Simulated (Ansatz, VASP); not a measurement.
**One calculation of BaTiO3, two programs**

```xyz
5
Lattice="4.0594 -0.0106 -0.0105 -0.0106 4.0603 0.0106 -0.0105 0.0106 4.0598" Properties=species:S:1:pos:R:3 pbc="T T T"
Ba    1.9813    2.0683    2.0679
Ti   -0.0955    0.0961    0.0956
O     2.1028   -0.0356   -0.0356
O     0.0247    1.9566   -0.0247
O     0.0250   -0.0251    1.9567
```

Change from the starting cell: all Ti atoms moved 0.8 Å in one direction; relaxed back.

Alike in both runs: functional PBE; k mesh 6 × 6 × 6; occupations gaussian, width 0.05 eV; no spin polarisation.

Ansatz relaxed the structure, and its values are those at the end. VASP's run is a single point on that final structure, the one shown.

|  | VASP | Ansatz |
| --- | --- | --- |
| version | VASP 6.6.1 | Ansatz 0.2.0 |
| potentials or method | VASP PAW PBE potentials, release 64 (Ba_sv, Ti_sv, O), cutoff 520 eV | scalar-relativistic, plane waves, PAW |
| valence electrons in the cell | 40 | 40 |

VASP gave:

```
gap on the k mesh at the Fermi level (eV) : 2.58
least direct gap on the mesh (eV)         : 3.12
pressure (GPa)                            : 1.6
rms of the force components (eV/Å)        : 0.036
```

Task: What did Ansatz give for the same quantities?

Result: gap on the k mesh at the Fermi level (eV): 2.63; least direct gap on the mesh (eV): 3.13; pressure (GPa): 0.0; rms of the force components (eV/Å): 0.001.

With one functional, cell and mesh, what is left measures potentials, basis and numerics.

Spin-orbit coupling is off throughout.
